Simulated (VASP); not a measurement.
Here is a VASP 6.6.1 calculation.

INCAR

```
SYSTEM = Y
PREC = Accurate
ENCUT = 520
EDIFF = 1E-6
ISMEAR = -1
SIGMA = 0.05
LREAL = .FALSE.
LASPH = .TRUE.
NELM = 60
ALGO = Fast
ISIF = 2
LWAVE = .FALSE.
LCHARG = .FALSE.
GGA = RP
NBANDS = 18
```

Contents of KPOINTS:

```
regular mesh
0
G
  8 8 5
  0 0 0
```

POSCAR

```
Y
1.0
    3.6978241927      0.0000000000      0.0000000000
   -1.8489120963      3.2024096896      0.0000000000
    0.0000000000      0.0000000000      5.7735749920
Y
2
Direct
    0.6666666667      0.3333333333      0.7500000000
    0.3333333333      0.6666666667      0.2500000000
```

Potentials or basis: VASP PAW PBE potentials, release 64 (Y_sv).

Run with:

```console
$ cat potpaw_PBE.64/Y_sv/POTCAR > POTCAR
$ mpirun -np 1 vasp_std > vasp.out
```

Problem. Estimate the pressure.

Solution. -0.1 GPa.

Problem. Predict the band gap on the k mesh.

Solution. Zero (bands 11 and 12 overlap by 1.26 eV).

Caveat: the PAW data sets were made with another functional, which shifts forces and pressure a little.
